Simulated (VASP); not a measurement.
Runs of VASP 6.6.1 on SnO2. The structure is that of space group P6_3/mmc (No. 194), or close to it. The cells are those of the table. 

```csv
cell,gap on the mesh (eV),pressure (GPa),largest force (eV/Å)
"a = 3.252, b = 3.252, c = 10.862 Å, angles 90.0, 90.0, 120.0°, 6 atoms",(a),-6.1,0.53
"a = 3.231, b = 3.231, c = 10.791 Å, angles 90.0, 90.0, 120.0°, 6 atoms",2.05,-3.8,0.33
"a = 3.273, b = 3.273, c = 10.933 Å, angles 90.0, 90.0, 120.0°, 6 atoms",1.83,(b),0.71
"a = 3.294, b = 3.294, c = 11.002 Å, angles 90.0, 90.0, 120.0°, 6 atoms",1.73,-9.8,0.88
"a = 3.209, b = 3.209, c = 10.718 Å, angles 90.0, 90.0, 120.0°, 6 atoms",2.17,-1.3,0.12
```

Alike in all rows: task single point; level PBEsol; potentials or basis VASP PAW PBE potentials, release 64 (Sn_d, O); no spin polarisation; k mesh 12 × 12 × 2; cutoff (eV) 520; smearing gaussian 0.01 eV.

Question: Estimate the missing entries.

Answer: (a) 1.94; (b) -8.1.

Caveats: the PAW data sets were made with another functional, which shifts forces and pressure a little; spin-orbit coupling is left out, which moves the levels of the heavy elements; the cell stands under tension (at least some runs); the stress differs along the axes, from -10 to -4 GPa (at least some runs); the stress differs along the axes, from -12 to -5 GPa (at least some runs).

A k mesh can miss the band edges, and the runs leave out spin-orbit coupling on Sn.
